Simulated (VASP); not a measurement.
# BiTe (R-3m) in VASP: further runs, part 2 of 3

VASP 6.6.1. The steps go on from the part before.

## 4. Single point, r2SCAN

POSCAR reads:

```
BiTe
1.0
    2.3836250067      1.3761865393      3.4269667821
   -2.3836250067      1.3761865393      3.4269667821
    0.0000000000     -2.7523730785      3.4269667821
Bi Te
1 1
Direct
    0.5000000000      0.5000000000      0.5000000000
    0.0000000000      0.0000000000      0.0000000000
```

INCAR.step1 reads:

```
SYSTEM = BiTe
PREC = Accurate ; ENCUT = 520
ISMEAR = 0 ; SIGMA = 0.15
LREAL = .FALSE. ; LASPH = .TRUE.
NELM = 80 ; NBANDS = 18
GGA = PE ; ALGO = Normal
EDIFF = 1E-4 ; LWAVE = .TRUE.
LCHARG = .FALSE.
```

INCAR.step2 reads:

```
SYSTEM = BiTe
PREC = Accurate ; ENCUT = 520
EDIFF = 1E-6 ; ISMEAR = 0
SIGMA = 0.15 ; LREAL = .FALSE.
LASPH = .TRUE. ; NELM = 80
ALGO = Normal ; ISIF = 2
LWAVE = .FALSE. ; LCHARG = .FALSE.
METAGGA = R2SCAN ; LMIXTAU = .TRUE.
NBANDS = 18 ; ISTART = 1
```

KPOINTS reads:

```
regular mesh
0
G
  12 12 12
  0 0 0
```

Potentials or basis: VASP PAW PBE potentials, release 64 (Bi_d, Te).

On the command line:

```sh
cat potpaw_PBE.64/Bi_d/POTCAR potpaw_PBE.64/Te/POTCAR > POTCAR
cp INCAR.step1 INCAR
mpirun -np 1 vasp_std > vasp.out
cp INCAR.step2 INCAR
mpirun -np 1 vasp_std > vasp.out
```

OUTCAR:

```text
SYSTEM = BiTe
   PREC = Accurate
   ENCUT = 520
   EDIFF = 1E-6
   ISMEAR = 0
   LREAL = .FALSE.
   LASPH = .TRUE.
   NELM = 80
   ISIF = 2
   METAGGA = R2SCAN
   ISTART = 1

 ion  position               nearest neighbor table
   1  0.500  0.500  0.500-   2 3.24   2 3.24   2 3.24   2 3.24   2 3.24   2 3.24
   2  0.000  0.000  0.000-   1 3.24   1 3.24   1 3.24   1 3.24   1 3.24   1 3.24

  LATTYP: Found a trigonal (rhomboedric) cell.
 ALAT       =     4.3954133923
 COS(alpha) =     0.4118252082

  Lattice vectors:

 A1 = (   2.3836250067,   1.3761865393,   3.4269667821)
 A2 = (  -2.3836250067,   1.3761865393,   3.4269667821)
 A3 = (   0.0000000000,  -2.7523730785,   3.4269667821)

Analysis of symmetry for initial positions (statically):
=====================================================================
 Subroutine PRICEL returns:
 Original cell was already a primitive cell.

 Routine SETGRP: Setting up the symmetry group for a
 trigonal (rhombohedral) supercell.

 Subroutine GETGRP returns: Found 12 space group operations
 (whereof 12 operations were pure point group operations)
 out of a pool of 12 trial point group operations.

The static configuration has the point symmetry D_3d.

Analysis of symmetry for dynamics (positions and initial velocities):
=====================================================================
 Subroutine PRICEL returns:
 Original cell was already a primitive cell.

 Routine SETGRP: Setting up the symmetry group for a
 trigonal (rhombohedral) supercell.

 Subroutine GETGRP returns: Found 12 space group operations
 (whereof 12 operations were pure point group operations)
 out of a pool of 12 trial point group operations.

The dynamic configuration has the point symmetry D_3d.

 Subroutine INISYM returns: Found 12 space group operations
 (whereof 12 operations are pure point group operations),
 and found     1 'primitive' translations

----------------------------------------------------------------------------------------
[... 107 lines left out ...]
   EFERMI =   0.00;   METHOD = LEGACY
   ISMEAR =     0;   SIGMA  =   0.15  broadening in eV -4-tet -1-fermi 0-gaus
   EFERMI_NEDOS =   21; number of points for ismear=-14 and -15
   IALGO  =     38    algorithm
   IMIX   =      4    mixing-type and parameters
     AMIX     =   0.40;   BMIX     =  1.00
     AMIX_MAG =   1.60;   BMIX_MAG =  1.00
  volume/ion in A,a.u.               =      33.72       227.58
  Fermi-wavevector in a.u.,A,eV,Ry     =   1.109573  2.096789 16.750837  1.231152
  Thomas-Fermi vector in A             =   2.246114
   LORBIT       =      0    0 simple, 1 ext, 2 COOP (PROOUT), +10 PAW based schemes
   METAGGA = R2SCAN    functional components
   LHFCALC =     F    Hartree Fock is set to
   AEXX    =    0.0000 exact exchange contribution
   IVDW    =     0    specifies the selected vdW correction
   LEPSILON=     F    determine dielectric tensor
   LRPA    =     F    only Hartree local field effects (RPA)
 non-spin polarized calculation
 Gauss-broadening in eV      SIGMA  =   0.15
  energy-cutoff  :      520.00
  volume of cell :       67.45
 maximum number of plane-waves:      1842
 NGX is ok and might be reduce to    36

 number of electron      21.0000002 magnetization

 Free energy of the ion-electron system (eV)
  ---------------------------------------------------
  ext. energy  EPLUGINS =         0.00000000
  ---------------------------------------------------
  free energy    TOTEN  =       -84.03933484 eV

  energy without entropy =      -84.02199058  energy(sigma->0) =      -84.03066271

 E-fermi :   6.6599     XC(G=0): -10.0291

 val. band max:        6.6581922130   @ k =  -0.3333   0.2500   0.1667
 cond. band min:       6.6600142630   @ k =   0.2500   0.2500   0.2500
 fundamental gap:      0.0018220501
 Fermi energy:         6.6598574231

 k-point     1 :       0.0000    0.0000    0.0000
  band No.  band energies     occupation
      1     -17.3273      2.00000
      2     -17.3273      2.00000
      3     -17.3136      2.00000
      4     -17.3136      2.00000
      5     -17.2984      2.00000
      6      -7.5142      2.00000
[... 481 lines left out ...]
      5     -17.2938      2.00000
      6      -5.4664      2.00000
[... 10 lines left out ...]
     17      16.2921      0.00000
     18      16.9740      0.00000

 [... further k-points ...]
[... 5 lines left out ...]
  --------------------------------------------------------------------------------------
  -------------------------------------------------------------------------------------
  Total       -0.1142652     -0.1142652     -0.2358899      0.0000000     -0.0000000      0.0000000
  in kB       -2.7142404     -2.7142404     -5.6032962      0.0000000     -0.0000000      0.0000000
  external PRESSURE =      -3.6772590 kB  Pullay stress =       0.0000000 kB

 VOLUME and BASIS-vectors are now :
 -----------------------------------------------------------------------------
  energy-cutoff  :      520.00
  volume of cell :       67.45
      direct lattice vectors                 reciprocal lattice vectors
     2.383625007  1.376186539  3.426966782     0.209764539  0.121107613  0.097267746
    -2.383625007  1.376186539  3.426966782    -0.209764539  0.121107613  0.097267746
     0.000000000 -2.752373078  3.426966782     0.000000000 -0.242215226  0.097267746

 POSITION                                       TOTAL-FORCE (eV/Angst)
 -----------------------------------------------------------------------------------
      0.00000      0.00000      5.14045        -0.000000      0.000000     -0.000000
      0.00000      0.00000      0.00000         0.000000     -0.000000      0.000000
 -----------------------------------------------------------------------------------
    total drift:                               -0.000000     -0.000000      0.000000

  FREE ENERGIE OF THE ION-ELECTRON SYSTEM (eV)
  ---------------------------------------------------
  free  energy   TOTEN  =       -84.0393348420 eV

  energy  without entropy=      -84.0219905808  energy(sigma->0) =      -84.03066271
```

Wall time 5.8 min (1 thread of Intel Xeon Platinum 8559C (Emerald Rapids), shared host); peak memory 0.38 GiB.

Results:

```yaml
Free_energy: -84.0393 eV
Pressure: -0.4 GPa
Band_gap_on_the_k_mesh: zero (an odd number of electrons rules out a gap without spin polarisation)
```

Caveat: the PAW data sets were made with another functional, which shifts forces and pressure a little; spin-orbit coupling is left out, which moves the levels of the heavy elements; an odd number of electrons without spin polarisation forces a metal; a magnetic or distorted state may lie lower.

## 5. Single point, r2SCAN

This run uses another cell than the first one, of the same volume but with other edges.

POSCAR reads:

```
BiTe
1.0
    2.6097828348      1.5067588222      2.8587555455
   -2.6097828348      1.5067588222      2.8587555455
    0.0000000000     -3.0135176444      2.8587555455
Bi Te
1 1
Direct
    0.5000000000      0.5000000000      0.5000000000
    0.0000000000      0.0000000000      0.0000000000
```

INCAR.step1 reads:

```
SYSTEM = BiTe
  PREC = Accurate
  ENCUT = 520
  ISMEAR = 0
  SIGMA = 0.15
  LREAL = .FALSE.
  LASPH = .TRUE.
  NELM = 80
  NBANDS = 18
  GGA = PE
  ALGO = Normal
  EDIFF = 1E-4
  LWAVE = .TRUE.
  LCHARG = .FALSE.
```

INCAR.step2 reads:

```
SYSTEM = BiTe
  PREC = Accurate
  ENCUT = 520
  EDIFF = 1E-6
  ISMEAR = 0
  SIGMA = 0.15
  LREAL = .FALSE.
  LASPH = .TRUE.
  NELM = 80
  ALGO = Normal
  ISIF = 2
  LWAVE = .FALSE.
  LCHARG = .TRUE.
  METAGGA = R2SCAN
  LMIXTAU = .TRUE.
  LELF = .TRUE.
  LVHAR = .TRUE.
  NBANDS = 18
  ISTART = 1
```

KPOINTS is that of step 4.

Potentials or basis: VASP PAW PBE potentials, release 64 (Bi_d, Te).

On the command line:

```sh
cat potpaw_PBE.64/Bi_d/POTCAR potpaw_PBE.64/Te/POTCAR > POTCAR
cp INCAR.step1 INCAR
mpirun -np 1 vasp_std > vasp.out
cp INCAR.step2 INCAR
mpirun -np 1 vasp_std > vasp.out
```

OUTCAR:

```text
SYSTEM = BiTe
   PREC = Accurate
   ENCUT = 520
   EDIFF = 1E-6
   ISMEAR = 0
   LREAL = .FALSE.
   LASPH = .TRUE.
   NELM = 80
   ISIF = 2
   METAGGA = R2SCAN
   ISTART = 1

 ion  position               nearest neighbor table
   1  0.500  0.500  0.500-   2 3.34   2 3.34   2 3.34   2 3.34   2 3.34   2 3.34
   2  0.000  0.000  0.000-   1 3.34   1 3.34   1 3.34   1 3.34   1 3.34   1 3.34

  LATTYP: Found a trigonal (rhomboedric) cell.
 ALAT       =     4.1537659855
 COS(alpha) =     0.2104953631

  Lattice vectors:

 A1 = (   2.6097828348,   1.5067588222,   2.8587555455)
 A2 = (  -2.6097828348,   1.5067588222,   2.8587555455)
 A3 = (   0.0000000000,  -3.0135176444,   2.8587555455)

Analysis of symmetry for initial positions (statically):
=====================================================================
 Subroutine PRICEL returns:
 Original cell was already a primitive cell.

 Routine SETGRP: Setting up the symmetry group for a
 trigonal (rhombohedral) supercell.

 Subroutine GETGRP returns: Found 12 space group operations
 (whereof 12 operations were pure point group operations)
 out of a pool of 12 trial point group operations.

The static configuration has the point symmetry D_3d.

Analysis of symmetry for dynamics (positions and initial velocities):
=====================================================================
 Subroutine PRICEL returns:
 Original cell was already a primitive cell.

 Routine SETGRP: Setting up the symmetry group for a
 trigonal (rhombohedral) supercell.

 Subroutine GETGRP returns: Found 12 space group operations
 (whereof 12 operations were pure point group operations)
 out of a pool of 12 trial point group operations.

The dynamic configuration has the point symmetry D_3d.

 Subroutine INISYM returns: Found 12 space group operations
 (whereof 12 operations are pure point group operations),
[... 105 lines left out ...]
   TEBEG  =    0.0;   TEEND  =   0.0 temperature during run
   PSTRESS=    0.0 pullay stress
   NELECT =      21.0000    total number of electrons
   NUPDOWN=      -1.0000    fix difference up-down
   EMIN   =  10.00;   EMAX   =-10.00  energy-range for DOS
   EFERMI =   0.00;   METHOD = LEGACY
   ISMEAR =     0;   SIGMA  =   0.15  broadening in eV -4-tet -1-fermi 0-gaus
   EFERMI_NEDOS =   21; number of points for ismear=-14 and -15
   IALGO  =     38    algorithm
   IMIX   =      4    mixing-type and parameters
     AMIX     =   0.40;   BMIX     =  1.00
     AMIX_MAG =   1.60;   BMIX_MAG =  1.00
  volume/ion in A,a.u.               =      33.72       227.58
  Fermi-wavevector in a.u.,A,eV,Ry     =   1.109573  2.096789 16.750837  1.231152
  Thomas-Fermi vector in A             =   2.246114
   LORBIT       =      0    0 simple, 1 ext, 2 COOP (PROOUT), +10 PAW based schemes
   METAGGA = R2SCAN    functional components
   LHFCALC =     F    Hartree Fock is set to
   AEXX    =    0.0000 exact exchange contribution
   IVDW    =     0    specifies the selected vdW correction
   LEPSILON=     F    determine dielectric tensor
   LRPA    =     F    only Hartree local field effects (RPA)
 non-spin polarized calculation
 Gauss-broadening in eV      SIGMA  =   0.15
  energy-cutoff  :      520.00
  volume of cell :       67.45
 maximum number of plane-waves:      1830
   NGX = 15   NGY = 15   NGZ = 15

 number of electron      21.0000007 magnetization

 Free energy of the ion-electron system (eV)
  ---------------------------------------------------
  ext. energy  EPLUGINS =         0.00000000
  ---------------------------------------------------
  free energy    TOTEN  =       -83.84124037 eV

  energy without entropy =      -83.82714202  energy(sigma->0) =      -83.83419120

 E-fermi :   6.3764     XC(G=0): -10.0874

 val. band max:        6.3733893669   @ k =  -0.3333   0.3333   0.0833
 cond. band min:       6.3791300174   @ k =  -0.4167   0.2500   0.2500
 fundamental gap:      0.0057406505
 Fermi energy:         6.3764202768

 k-point     1 :       0.0000    0.0000    0.0000
  band No.  band energies     occupation
      1     -17.5784      2.00000
      2     -17.5784      2.00000
      3     -17.5541      2.00000
      4     -17.5541      2.00000
      5     -17.5297      2.00000
      6      -7.3157      2.00000
[... 481 lines left out ...]
      5     -17.5313      2.00000
      6      -5.4647      2.00000
[... 10 lines left out ...]
     17      16.0507      0.00000
     18      17.2825      0.00000

 [... further k-points ...]
[... 5 lines left out ...]
  --------------------------------------------------------------------------------------
  -------------------------------------------------------------------------------------
  Total       -2.1584181     -2.1584181      0.3512228      0.0000000      0.0000000      0.0000000
  in kB      -51.2707623    -51.2707623      8.3428974      0.0000000      0.0000000      0.0000000
  external PRESSURE =     -31.3995424 kB  Pullay stress =       0.0000000 kB

 VOLUME and BASIS-vectors are now :
 -----------------------------------------------------------------------------
  energy-cutoff  :      520.00
  volume of cell :       67.45
      direct lattice vectors                 reciprocal lattice vectors
     2.609782835  1.506758822  2.858755546     0.191586822  0.110612703  0.116600852
    -2.609782835  1.506758822  2.858755546    -0.191586822  0.110612703  0.116600852
     0.000000000 -3.013517644  2.858755546     0.000000000 -0.221225407  0.116600852

 POSITION                                       TOTAL-FORCE (eV/Angst)
 -----------------------------------------------------------------------------------
      0.00000      0.00000      4.28813        -0.000000      0.000000     -0.000000
      0.00000      0.00000      0.00000         0.000000     -0.000000      0.000000
 -----------------------------------------------------------------------------------
    total drift:                               -0.000000      0.000000     -0.000000

  FREE ENERGIE OF THE ION-ELECTRON SYSTEM (eV)
  ---------------------------------------------------
  free  energy   TOTEN  =       -83.8412403734 eV

  energy  without entropy=      -83.8271420214  energy(sigma->0) =      -83.83419120
```

OUTCAR.step1:

```text
SYSTEM = BiTe
   PREC = Accurate
   ENCUT = 520
   ISMEAR = 0
   LREAL = .FALSE.
   LASPH = .TRUE.
[... 726 lines left out ...]
      0.00000      0.00000      4.28813         0.000000      0.000000      0.000000
      0.00000      0.00000      0.00000        -0.000000     -0.000000     -0.000000
 -----------------------------------------------------------------------------------
    total drift:                               -0.000000      0.000000     -0.000000

  FREE ENERGIE OF THE ION-ELECTRON SYSTEM (eV)
  ---------------------------------------------------
  free  energy   TOTEN  =        -7.0248561913 eV

  energy  without entropy=       -7.0094077350  energy(sigma->0) =       -7.01713196
```

Run time: 2.9 min. Hardware: 1 thread of Intel Xeon 6975P-C (Granite Rapids), shared host; peak memory 0.35 GiB.

What came out:

- Free energy: -83.8412 eV
- Pressure: -3.1 GPa
- Band gap on the k mesh: zero (an odd number of electrons rules out a gap without spin polarisation)

Stress tensor (GPa, compression positive):
```
-5.13  0.00  0.00
 0.00 -5.13  0.00
 0.00  0.00  0.83
```

Caveat: the stress differs along the axes, from -5 to 1 GPa; the PAW data sets were made with another functional, which shifts forces and pressure a little; spin-orbit coupling is left out, which moves the levels of the heavy elements; an odd number of electrons without spin polarisation forces a metal; a magnetic or distorted state may lie lower.

(Part 2 of 3 ends here.)

The gap in the log of VASP goes by the Fermi energy; the results here count the filled bands.